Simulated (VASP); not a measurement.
# Na (Im-3m) in VASP: a series of runs, part 2 of 2

VASP 6.6.1.

**4. Single point, PBEsol (volume scaled by 0.92)**

INCAR

```
PREC     = Accurate       # precision mode
ENCUT    = 520            # plane-wave cutoff, eV
EDIFF    = 1E-6           # SCF threshold, eV
ISMEAR   = -1             # smearing method
SIGMA    = 0.1            # smearing width, eV
LREAL    = F              # projectors in reciprocal space
LASPH    = T              # aspherical terms in the spheres
NELM     = 100            # most SCF steps
ALGO     = Normal         # electronic algorithm
ISIF     = 2              # what is computed and relaxed
LWAVE    = F              # write WAVECAR
LCHARG   = F              # write CHGCAR
GGA      = PS             # functional
NBANDS   = 10             # bands
```

KPOINTS

```
regular mesh
0
Gamma
  17 17 17
```

POSCAR

```
Na
1.0
   -2.0276447636      2.0276447636      2.0276447636
    2.0276447636     -2.0276447636      2.0276447636
    2.0276447636      2.0276447636     -2.0276447636
Na
1
Direct
    0.0000000000      0.0000000000      0.0000000000
```

Potentials or basis: VASP PAW PBE potentials, release 64 (Na_pv).

Launch:

```bash
$ cat potpaw_PBE.64/Na_pv/POTCAR > POTCAR
$ mpirun -np 1 vasp_std > vasp.out
```

OUTCAR:

```text
PREC = Accurate
   ENCUT = 520
   EDIFF = 1E-6
   ISMEAR = -1
   LREAL = F
   LASPH = T
   NELM = 100
   ISIF = 2
   GGA = PS

 ion  position               nearest neighbor table
   1  0.000  0.000  0.000-

  LATTYP: Found a body centered cubic cell.
 ALAT       =     4.0552895272

  Lattice vectors:

 A1 = (  -2.0276447636,   2.0276447636,   2.0276447636)
 A2 = (   2.0276447636,  -2.0276447636,   2.0276447636)
 A3 = (   2.0276447636,   2.0276447636,  -2.0276447636)

Analysis of symmetry for initial positions (statically):
=====================================================================
 Subroutine PRICEL returns:
 Original cell was already a primitive cell.

 Routine SETGRP: Setting up the symmetry group for a
 body centered cubic supercell.

 Subroutine GETGRP returns: Found 48 space group operations
 (whereof 48 operations were pure point group operations)
 out of a pool of 48 trial point group operations.

The static configuration has the point symmetry O_h .

Analysis of symmetry for dynamics (positions and initial velocities):
=====================================================================
 Subroutine PRICEL returns:
 Original cell was already a primitive cell.

 Routine SETGRP: Setting up the symmetry group for a
 body centered cubic supercell.

 Subroutine GETGRP returns: Found 48 space group operations
 (whereof 48 operations were pure point group operations)
 out of a pool of 48 trial point group operations.

The dynamic configuration has the point symmetry O_h .

 Subroutine INISYM returns: Found 48 space group operations
 (whereof 48 operations are pure point group operations),
 and found     1 'primitive' translations

----------------------------------------------------------------------------------------

                                     Primitive cell

  volume of cell :      33.3454

  direct lattice vectors                    reciprocal lattice vectors
    -2.027644764  2.027644764  2.027644764     0.000000000  0.246591518  0.246591518
     2.027644764 -2.027644764  2.027644764     0.246591518  0.000000000  0.246591518
     2.027644764  2.027644764 -2.027644764     0.246591518  0.246591518  0.000000000

  length of vectors
     3.511983750  3.511983750  3.511983750     0.348733069  0.348733069  0.348733069

  position of ions in fractional coordinates (direct lattice)
     0.000000000  0.000000000  0.000000000

  ion indices of the primitive-cell ions
   primitive index   ion index
                 1           1

----------------------------------------------------------------------------------------

 KPOINTS: regular mesh

Automatic generation of k-mesh.
 Grid dimensions read from file:
 generate k-points for:   17   17   17

 Generating k-lattice:

  Cartesian coordinates                     Fractional coordinates (reciprocal lattice)
     0.000000000  0.014505383  0.014505383     0.058823529  0.000000000  0.000000000
     0.014505383  0.000000000  0.014505383     0.000000000  0.058823529  0.000000000
     0.014505383  0.014505383  0.000000000     0.000000000  0.000000000  0.058823529

  Length of vectors
     0.020513710  0.020513710  0.020513710

  Shift w.r.t. Gamma in fractional coordinates (k-lattice)
     0.000000000  0.000000000  0.000000000

 Subroutine IBZKPT returns following result:
 ===========================================

 Found    165 irreducible k-points:

 Following reciprocal coordinates:
            Coordinates               Weight
  0.000000  0.000000  0.000000      1.000000
  0.058824  0.000000  0.000000     12.000000
  0.117647  0.000000  0.000000     12.000000
  0.176471  0.000000  0.000000     12.000000
  0.235294  0.000000  0.000000     12.000000
  0.294118  0.000000  0.000000     12.000000
[... 16 lines left out ...]
  0.411765  0.117647  0.000000     48.000000
  0.176471  0.176471  0.000000     24.000000
 [... further k-points ...]
   k-points           NKPTS =    165   k-points in BZ     NKDIM =    165   number of bands    NBANDS=     10
   number of dos      NEDOS =    301   number of ions     NIONS =      1
   total plane-waves  NPLWV =  21952
   dimension x,y,z NGX =    28 NGY =   28 NGZ =   28
   dimension x,y,z NGXF=    56 NGYF=   56 NGZF=   56
   ions per type =               1
   NGX,Y,Z   is equivalent  to a cutoff of  13.25, 13.25, 13.25 a.u.
   NGXF,Y,Z  is equivalent  to a cutoff of  26.51, 26.51, 26.51 a.u.
 SYSTEM =  unknown system
   PREC   = accura    normal or accurate (medium, high low for compatibility)
   ISTART =      0    job   : 0-new  1-cont  2-samecut
   ICHARG =      2    charge: 1-file 2-atom 10-const
   ISPIN  =      1    spin polarized calculation?
   LNONCOLLINEAR =      F non collinear calculations
   LSORBIT =      F    spin-orbit coupling
   LASPH  =      T    aspherical Exc in radial PAW
   ENCUT  =  520.0 eV  38.22 Ry    6.18 a.u.   6.53  6.53  6.53*2*pi/ulx,y,z
   NELM   =    100;   NELMIN=  2; NELMDL= -5     # of ELM steps
   EDIFF  = 0.1E-05   stopping-criterion for ELM
   LREAL  =      F    real-space projection
   EDIFFG = 0.1E-04   stopping-criterion for IOM
   NSW    =      0    number of steps for IOM
   IBRION =     -1    ionic relax: 0-MD 1-quasi-New 2-CG
   NFREE  =      0    steps in history (QN), initial steepest desc. (CG)
   ISIF   =      2    stress and relaxation
   ISYM   =      2    0-nonsym 1-usesym 2-fastsym
   POTIM  = 0.5000    time-step for ionic-motion
   TEBEG  =    0.0;   TEEND  =   0.0 temperature during run
   PSTRESS=    0.0 pullay stress
   NELECT =       7.0000    total number of electrons
   NUPDOWN=      -1.0000    fix difference up-down
   EMIN   =  10.00;   EMAX   =-10.00  energy-range for DOS
   EFERMI =   0.00;   METHOD = LEGACY
   ISMEAR =    -1;   SIGMA  =   0.10  broadening in eV -4-tet -1-fermi 0-gaus
   EFERMI_NEDOS =   21; number of points for ismear=-14 and -15
   IALGO  =     38    algorithm
   IMIX   =      4    mixing-type and parameters
     AMIX     =   0.40;   BMIX     =  1.00
     AMIX_MAG =   1.60;   BMIX_MAG =  1.00
  volume/ion in A,a.u.               =      33.35       225.03
  Fermi-wavevector in a.u.,A,eV,Ry     =   0.972961  1.838631 12.880010  0.946654
  Thomas-Fermi vector in A             =   2.103302
   LORBIT       =      0    0 simple, 1 ext, 2 COOP (PROOUT), +10 PAW based schemes
   GGA     = PS    functional components
   LHFCALC =     F    Hartree Fock is set to
   AEXX    =    0.0000 exact exchange contribution
   IVDW    =     0    specifies the selected vdW correction
   LEPSILON=     F    determine dielectric tensor
   LRPA    =     F    only Hartree local field effects (RPA)
 non-spin polarized calculation
  energy-cutoff  :      520.00
  volume of cell :       33.35
 maximum number of plane-waves:       935
 NGX is ok and might be reduce to    28
   NGX = 13   NGY = 13   NGZ = 13

 number of electron       7.0000006 magnetization

 Free energy of the ion-electron system (eV)
  ---------------------------------------------------
  ext. energy  EPLUGINS =         0.00000000
  ---------------------------------------------------
  free energy    TOTEN  =        -1.39979939 eV

  energy without entropy =       -1.38476108  energy(sigma->0) =       -1.39228024

 E-fermi :   0.6287     XC(G=0):  -6.7879

 val. band max:        0.5961016086   @ k =  -0.3529   0.4118   0.1765
 cond. band min:       0.7093623835   @ k =   0.4118   0.0588   0.0000
 fundamental gap:      0.1132607748
 Fermi energy:         0.6286762648

 k-point     1 :       0.0000    0.0000    0.0000
  band No.  band energies     occupation
      1     -24.0849      2.00000
      2     -24.0849      2.00000
      3     -24.0849      2.00000
      4      -2.8861      2.00000
      5      13.0595      0.00000
      6      13.0596      0.00000
      7      13.0596      0.00000
      8      14.1307      0.00000
      9      14.1307      0.00000
     10      14.7200      0.00000

 k-point     2 :       0.0588    0.0000    0.0000
  band No.  band energies     occupation
      1     -24.0867      2.00000
      2     -24.0855      2.00000
      3     -24.0849      2.00000
      4      -2.8203      2.00000
      5      12.1519      0.00000
      6      12.5949      0.00000
      7      12.8354      0.00000
      8      13.5489      0.00000
      9      13.6304      0.00000
     10      15.1144      0.00000
[... 274 lines left out ...]
 k-point    24 :       0.1765    0.1765    0.0000
  band No.  band energies     occupation
      1     -24.1182      2.00000
      2     -24.0959      2.00000
      3     -24.0882      2.00000
      4      -1.1431      2.00000
      5       6.6610      0.00000
      6       7.5187      0.00000
      7      10.4463      0.00000
      8      12.7109      0.00000
      9      13.8668      0.00000
     10      16.2772      0.00000

 [... further k-points ...]
[... 5 lines left out ...]
  --------------------------------------------------------------------------------------
  -------------------------------------------------------------------------------------
  Total        0.1574422      0.1574422      0.1574422      0.0000000     -0.0000000     -0.0000000
  in kB        7.5647759      7.5647759      7.5647759      0.0000000     -0.0000000     -0.0000000
  external PRESSURE =       7.5647759 kB  Pullay stress =       0.0000000 kB

 VOLUME and BASIS-vectors are now :
 -----------------------------------------------------------------------------
  energy-cutoff  :      520.00
  volume of cell :       33.35
      direct lattice vectors                 reciprocal lattice vectors
    -2.027644764  2.027644764  2.027644764     0.000000000  0.246591518  0.246591518
     2.027644764 -2.027644764  2.027644764     0.246591518  0.000000000  0.246591518
     2.027644764  2.027644764 -2.027644764     0.246591518  0.246591518  0.000000000

 POSITION                                       TOTAL-FORCE (eV/Angst)
 -----------------------------------------------------------------------------------
      0.00000      0.00000      0.00000        -0.000000      0.000000      0.000000
 -----------------------------------------------------------------------------------
    total drift:                               -0.000000     -0.000000     -0.000000

  FREE ENERGIE OF THE ION-ELECTRON SYSTEM (eV)
  ---------------------------------------------------
  free  energy   TOTEN  =        -1.3997993939 eV

  energy  without entropy=       -1.3847610845  energy(sigma->0) =       -1.39228024
```

Run time: 30 s. Hardware: 1 thread of Intel Xeon Platinum 8488C (Sapphire Rapids), shared host; peak memory 0.17 GiB.

What came out:

- Free energy: -1.3998 eV
- Pressure: 0.8 GPa

Caveat: the PAW data sets were made with another functional, which shifts forces and pressure a little.

**5. Single point, PBEsol (volume scaled by 0.96)**

INCAR

```
SYSTEM = Na
ALGO = Normal
EDIFF = 1E-6
ENCUT = 520
GGA = PS
ISIF = 2
ISMEAR = -1
LASPH = .True.
LCHARG = .False.
LREAL = .False.
LWAVE = .False.
NBANDS = 10
NELM = 80
PREC = Accurate
SIGMA = 0.1
```

KPOINTS

```
k-points
0
Gamma
  17 17 17
  0 0 0
```

POSCAR

```
Na
1.0
   -2.0566150314      2.0566150314      2.0566150314
    2.0566150314     -2.0566150314      2.0566150314
    2.0566150314      2.0566150314     -2.0566150314
Na
1
Direct
    0.0000000000      0.0000000000      0.0000000000
```

Launch:

```bash
$ cat potpaw_PBE.64/Na_pv/POTCAR > POTCAR
$ mpirun -np 1 vasp_std > vasp.out
```

Run time: 33 s. Hardware: 1 thread of Intel Xeon Platinum 8488C (Sapphire Rapids), shared host; peak memory 0.17 GiB.

The run converged. Its results:

```
Free energy : -1.4051 eV
Pressure    : 0.3 GPa
```

Levels at points of the mesh, in eV from the Fermi level:
| k point | band 1 | band 2 | band 3 | band 4 | band 5 | band 6 | band 7 | band 8 |
| --- | --- | --- | --- | --- | --- | --- | --- | --- |
| (0.00, 0.00, 0.00) | -24.74 | -24.74 | -24.74 | -3.42 | 12.14 | 12.14 | 12.14 | 13.19 |

Caveat: the PAW data sets were made with another functional, which shifts forces and pressure a little.

**6. Overview**

```tsv
cell	k mesh	gap on the mesh (eV)	pressure (GPa)
a = 3.611 Å, angles 109.5°, 1 atom	11 × 11 × 11	none	0.0
a = 3.460 Å, angles 109.5°, 1 atom	17 × 17 × 17	none	1.3
a = 3.512 Å, angles 109.5°, 1 atom	17 × 17 × 17	none	0.8
a = 3.562 Å, angles 109.5°, 1 atom	17 × 17 × 17	none	0.3
```

Alike in all rows: task single point; level PBEsol; potentials or basis VASP PAW PBE potentials, release 64 (Na_pv); no spin polarisation; cutoff (eV) 520; smearing fermi-dirac 0.1 eV.

Caveats: the PAW data sets were made with another functional, which shifts forces and pressure a little.

Absolute energies hang on the potentials; compare differences alone.
